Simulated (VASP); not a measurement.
CaIrN2:

```
Ca Ir N
1.0
     1.64885    0.95196    5.00940
    -1.64885    0.95196    5.00940
     0.00000   -1.90393    5.00940
Ca Ir N
1 1 2
Direct
  0.00000 0.00000 0.00000
  0.50000 0.50000 0.50000
  0.76912 0.76912 0.76912
  0.23088 0.23088 0.23088
```

| Property | Result |
| --- | --- |
| Program | VASP 6.6.1 |
| Task | relaxation of cell and atoms |
| Functional | PBE |
| Dispersion | D4 |
| Potentials or basis | VASP PAW PBE potentials, release 64 (Ca_sv, Ir, N) |
| Cutoff | 600 eV |
| k mesh | 10 × 10 × 10, shifted |
| Occupations | fermi-dirac, width 0.1 eV |
| Spin | no spin polarisation |

At the start: pressure -4.9 GPa; volume 11.79 Å³/atom.

Task: How do energy, volume and symmetry change on relaxing?

Result: Over 4 steps the energy falls by 5.5 meV/atom and the volume is 11.49 Å³/atom (-2.6 %); space group R-3m (No. 166, to 0.1 Å) before and after.

The path:
| step | energy change (eV) | largest force (eV/Å) | pressure (GPa) | volume (Å³) |
| --- | --- | --- | --- | --- |
| 1 | 0.0000 | 0.1282 | -4.91 | 47.18 |
| 2 | 0.0073 | 0.3828 | 6.83 | 44.75 |
| 3 | -0.0183 | 0.2404 | 0.15 | 46.04 |
| 4 | -0.0218 | 0.0704 | 0.04 | 45.95 |

Final structure:
```cif
data_structure
_symmetry_space_group_name_H-M 'P 1'
_symmetry_Int_Tables_number 1
_cell_length_a 5.3072
_cell_length_b 5.3072
_cell_length_c 5.3072
_cell_angle_alpha 35.893
_cell_angle_beta 35.893
_cell_angle_gamma 35.893
_cell_volume 45.95
loop_
_atom_site_label
_atom_site_type_symbol
_atom_site_fract_x
_atom_site_fract_y
_atom_site_fract_z
_atom_site_occupancy
Ca1 Ca 0.00000 0.00000 0.00000 1
Ir1 Ir 0.50000 0.50000 0.50000 1
N1 N 0.76821 0.76821 0.76821 1
N2 N 0.23179 0.23179 0.23179 1
```

Caveat: the relaxation stopped at a loose force limit of 0.1 eV/Å, so its end isn't a converged minimum.
